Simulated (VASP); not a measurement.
Crystal: SiC3.

```
Si C
1.0
     3.42369    0.00000    0.00000
     0.00000    3.42369    0.00000
     0.00000    0.00000    3.38995
Si C
1 3
Direct
  0.00000 0.00000 0.50000
  0.00000 0.00000 0.00000
  0.50000 0.50000 0.71268
  0.50000 0.50000 0.28732
```

```yaml
Program: VASP 6.6.1
Task: relaxation of cell and atoms
Functional: PBE
Potentials_or_basis: VASP PAW PBE potentials, release 64 (Si, C)
Cutoff: 600 eV
k_mesh: 6 × 6 × 6
Occupations: gaussian, width 0.1 eV
Spin: no spin polarisation
```

At the start: pressure 0.9 GPa; volume 9.93 Å³/atom.

How do energy, volume and symmetry change on relaxing?

Over 16 steps the energy falls by 26.8 meV/atom and the volume is 10.82 Å³/atom (+8.9 %); space group P4/mmm (No. 123, to 0.1 Å) before and after.

Step by step:
| step | energy change (eV) | largest force (eV/Å) | pressure (GPa) | volume (Å³) |
| --- | --- | --- | --- | --- |
| 1 | 0.0000 | 1.4925 | 0.94 | 39.74 |
| 2 | 0.0586 | 3.2220 | 13.66 | 40.07 |
| 3 | -0.0565 | 0.0116 | 5.88 | 39.89 |
| 4 | -0.0762 | 0.2992 | -0.95 | 41.94 |
| 5 | -0.0833 | 0.1923 | 1.17 | 41.22 |
| 6 | -0.0893 | 0.2257 | -0.20 | 41.67 |
| 7 | -0.0901 | 0.4171 | -0.82 | 41.89 |
| 8 | -0.0922 | 0.4098 | -0.65 | 41.98 |
| 9 | -0.0977 | 0.3917 | -0.16 | 42.25 |
| 10 | -0.1022 | 0.3966 | 0.62 | 42.77 |
| 11 | -0.1041 | 0.2474 | 0.89 | 42.82 |
| 12 | -0.1057 | 0.0855 | 1.45 | 42.92 |
| 13 | -0.1069 | 0.0688 | 0.83 | 43.08 |
| 14 | -0.1073 | 0.0497 | 0.16 | 43.26 |
| 15 | -0.1073 | 0.0519 | 0.21 | 43.25 |
| 16 | -0.1074 | 0.0118 | 0.14 | 43.26 |

Final structure:
```yaml
crystal:
  lattice:
    - [3.56388, 0.00000, 0.00000]
    - [0.00000, 3.56388, 0.00000]
    - [0.00000, 0.00000, 3.40624]
  atoms:
    - { symbol: Si, position: [0.00000, 0.00000, 0.50000] }
    - { symbol: C, position: [0.00000, 0.00000, 0.00000] }
    - { symbol: C, position: [0.50000, 0.50000, 0.69915] }
    - { symbol: C, position: [0.50000, 0.50000, 0.30085] }
```
